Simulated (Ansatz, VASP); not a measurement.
# CsCdCl3 in VASP and in Ansatz

File INCAR:

```
SYSTEM = CsCdCl3
PREC = Accurate
ENCUT = 520
EDIFF = 1E-6
ISMEAR = 0
SIGMA = 0.05
LREAL = .False.
LASPH = .True.
NELM = 100
ALGO = Normal
ISIF = 2
LWAVE = .False.
LCHARG = .False.
GGA = CA
NBANDS = 29
```

File KPOINTS:

```
regular mesh
0
Gamma
  6 6 6
  0 0 0
```

Contents of POSCAR:

```
CsCdCl3
1.0
    5.2000000000      0.0000000000      0.0000000000
    0.0000000000      5.2000000000      0.0000000000
    0.0000000000      0.0000000000      5.2000000000
Cs Cd Cl
1 1 3
Direct
    0.0000000000      0.0000000000      0.0000000000
    0.5000000000      0.5000000000      0.5000000000
    0.0000000000      0.5000000000      0.5120192308
    0.5000000000      0.0000000000      0.5120192308
    0.5000000000      0.5000000000      0.0120192308
```

Input for Ansatz:

```yaml
crystal:
  lattice:
    - [5.2, 0.0, 0.0]
    - [0.0, 5.2, 0.0]
    - [0.0, 0.0, 5.2]
  atoms:
    - { symbol: Cs, position: [0.0, 0.0, 0.0] }
    - { symbol: Cd, position: [0.5, 0.5, 0.5] }
    - { symbol: Cl, position: [0.0, 0.5, 0.5120192308] }
    - { symbol: Cl, position: [0.5, 0.0, 0.5120192308] }
    - { symbol: Cl, position: [0.5, 0.5, 0.0120192308] }
basis:
  ecutwfc: 420
kpoints:
  mp_grid: { grid: [6, 6, 6] }
hamiltonian:
  xc: lda
scf:
  occupations: { method: gaussian, width: 0.05 }
output:
  forces: true
  stress: true
  eigenvalues: true
```

Change from the starting cell: all Cl atoms moved +0.062 Å, as atom 3 along Cartesian [0 0 1].

Alike in both runs: task single point; functional LDA; k mesh 6 × 6 × 6; occupations gaussian, width 0.05 eV; no spin polarisation.

```csv
,VASP,Ansatz
version,VASP 6.6.1,Ansatz 0.2.0
potentials or method,"VASP PAW LDA potentials, release 64 (Cs_sv, Cd, Cl), cutoff 520 eV","scalar-relativistic, plane waves, PAW"
valence electrons in the cell,42,50
```

```csv
,VASP,Ansatz,Ansatz less VASP
gap on the k mesh at the Fermi level (eV),1.55,1.52,-0.027
least direct gap on the mesh (eV),2.12,2.10,-0.022
pressure (GPa),-1.6,-1.8,-0.22
"traceless stress, the component that is largest in VASP (GPa)",0.12,0.11,-0.005
rms of the force components (eV/Å),0.081,0.075,-0.0064
```

LDA's correlation is that of Perdew and Zunger in VASP and of Perdew and Wang (1992) in Ansatz. Atom by atom the forces differ by 0.006 eV/Å (rms over components). VASP's potentials hold 42 valence electrons a cell and Ansatz's 50, so a difference there can come from the potentials and not from the codes.

Spin-orbit coupling is off throughout.
